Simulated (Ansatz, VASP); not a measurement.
BP in VASP and in Ansatz

The input POSCAR:

```
BP
1.0
    0.0000000000      2.2683156866      2.2683156866
    2.1548999023      0.0000000000      2.2683156866
    2.1548999023      2.2683156866      0.0000000000
B P
1 1
Direct
    0.0000000000      0.0000000000      0.0000000000
    0.2500000000      0.2500000000      0.2500000000
```

The input INCAR.step1:

```
SYSTEM = BP
PREC     = Accurate       ! precision mode
ENCUT    = 520            ! plane-wave cutoff, eV
EDIFF    = 1E-5           ! SCF threshold, eV
ISMEAR   = 0              ! smearing method
SIGMA    = 0.01           ! smearing width, eV
LREAL    = .False.        ! projectors in reciprocal space
LASPH    = .True.         ! aspherical terms in the spheres
NELM     = 80             ! most SCF steps
ALGO     = Normal         ! electronic algorithm
ISIF     = 2              ! what is computed and relaxed
LWAVE    = .True.         ! write WAVECAR
LCHARG   = .False.        ! write CHGCAR
GGA      = PE             ! functional
NBANDS   = 11             ! bands
```

INCAR.step2

```
SYSTEM = BP
PREC     = Accurate       ! precision mode
ENCUT    = 520            ! plane-wave cutoff, eV
EDIFF    = 1E-6           ! SCF threshold, eV
ISMEAR   = 0              ! smearing method
SIGMA    = 0.01           ! smearing width, eV
LREAL    = .False.        ! projectors in reciprocal space
LASPH    = .True.         ! aspherical terms in the spheres
NELM     = 80             ! most SCF steps
ALGO     = Normal         ! electronic algorithm
ISIF     = 2              ! what is computed and relaxed
LWAVE    = .False.        ! write WAVECAR
LCHARG   = .False.        ! write CHGCAR
GGA      = PE             ! functional
LHFCALC  = .True.         ! exact exchange
HFSCREEN = 0.2079         ! screening, 1/A
PRECFOCK = Normal       
ISTART   = 1            
NBANDS   = 11             ! bands
```

The input KPOINTS:

```
regular mesh
0
Gamma
  6 6 6
  0 0 0
```

Input for Ansatz:

```yaml
crystal:
  lattice:
    - [0.0, 2.2683156866, 2.2683156866]
    - [2.1548999023, 0.0, 2.2683156866]
    - [2.1548999023, 2.2683156866, 0.0]
  atoms:
    - { symbol: B, position: [0.0, 0.0, 0.0] }
    - { symbol: P, position: [0.25, 0.25, 0.25] }
kpoints:
  mp_grid: { grid: [6, 6, 6] }
  band_path:
    path:
      - [0.0, 0.0, 0.0]
      - [-0.5, -0.5, 0.0]
      - [-0.375, -0.375, 0.25]
      - [-0.375, 0.0, 0.375]
      - [0.0, 0.0, 0.5]
      - [-0.5, -0.25, 0.25]
      - [0.0, 0.4, 0.4]
    npoints: 1
hamiltonian:
  xc: hse06
scf:
  occupations: { method: fixed }
  n_extra_bands: 4
output:
  forces: true
  stress: true
  eigenvalues: true
```

Change from the starting cell: uniaxial_x strain -5.0%.

Alike in both runs: task single point; functional HSE06; k mesh 6 × 6 × 6; no spin polarisation.

```csv
,VASP,Ansatz
version,VASP 6.6.1,Ansatz 0.2.0
potentials or method,"VASP PAW PBE potentials, release 64 (B, P)","plane waves, PAW"
plane-wave cutoff (eV),520,420
occupations,"gaussian, width 0.01 eV",fixed
valence electrons in the cell,8,8
```

Ansatz gave:

```
gap on the k mesh at the Fermi level (eV)                     : 1.22
pressure (GPa)                                                : 8.2
traceless stress, the component that is largest in VASP (GPa) : 9.37
```

Question: What did VASP give for the same quantities?

Answer: gap on the k mesh at the Fermi level (eV): 1.21; pressure (GPa): 7.5; traceless stress, the component that is largest in VASP (GPa): 9.40.

Ansatz's warnings: stress exchange threshold loose, stress scf threshold loose.
